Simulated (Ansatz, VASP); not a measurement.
One calculation of TaN, two programs

File POSCAR:

```
TaN
1.0
    0.0000000000      2.1964814589      2.1964814589
    2.1964814589      0.0000000000      2.1964814589
    2.1964814589      2.1964814589      0.0000000000
Ta N
1 1
Direct
    0.5000000000      0.5000000000      0.5000000000
    0.0000000000      0.0000000000      0.0000000000
```

Contents of INCAR.step1:

```
SYSTEM = TaN
PREC = Accurate
ENCUT = 660
ISMEAR = -1
SIGMA = 0.05
LREAL = .FALSE.
LASPH = .TRUE.
NELM = 120
NBANDS = 16
GGA = PE
ALGO = Normal
EDIFF = 1E-5
LWAVE = .TRUE.
LCHARG = .FALSE.
GGA_COMPAT = .FALSE.
```

File INCAR.step2:

```
SYSTEM = TaN
PREC = Accurate
ENCUT = 660
EDIFF = 1E-6
ISMEAR = -1
SIGMA = 0.05
LREAL = .FALSE.
LASPH = .TRUE.
NELM = 120
ALGO = Normal
ISIF = 2
LWAVE = .FALSE.
LCHARG = .FALSE.
METAGGA = R2SCAN
LMIXTAU = .TRUE.
NBANDS = 16
ISTART = 1
GGA_COMPAT = .FALSE.
```

KPOINTS

```
regular mesh
0
G
  10 10 10
  0 0 0
```

File input.yaml:

```yaml
crystal:
  lattice:
    - [0.0, 2.1964814589, 2.1964814589]
    - [2.1964814589, 0.0, 2.1964814589]
    - [2.1964814589, 2.1964814589, 0.0]
  atoms:
    - { symbol: Ta, position: [0.5, 0.5, 0.5] }
    - { symbol: "N", position: [0.0, 0.0, 0.0] }
hamiltonian:
  xc: r2scan
  pseudopotentials: { kind: paw }
kpoints:
  mp_grid: { grid: [10, 10, 10] }
scf:
  occupations: { method: fermi_dirac, width: 0.05 }
output:
  forces: true
  stress: true
  eigenvalues: true
  write_density: true
  write_potential: true
  elf: true
  volumetric_format: npy
```

Alike in both runs: task single point; functional r2SCAN; k mesh 10 × 10 × 10; occupations fermi-dirac, width 0.05 eV; no spin polarisation.

|  | VASP | Ansatz |
| --- | --- | --- |
| version | VASP 6.6.1 | Ansatz 0.2.0 |
| potentials or method | VASP PAW PBE potentials, release 64 (Ta_sv_GW, N) | Ansatz PAW |
| plane-wave cutoff (eV) | 660 | 500 |
| valence electrons in the cell | 18 | 18 |

|  | VASP | Ansatz | Ansatz less VASP |
| --- | --- | --- | --- |
| gap on the k mesh at the Fermi level (eV) | none | none | - |
| pressure (GPa) | 0.6 | 0.7 | +0.05 |

VASP's potentials were made for PBE, not for r2SCAN. A gap of «none» marks a metal or a gap that the smearing closes. With one functional, cell and mesh, what is left measures potentials, basis and numerics.

Neither program's run includes spin-orbit coupling.
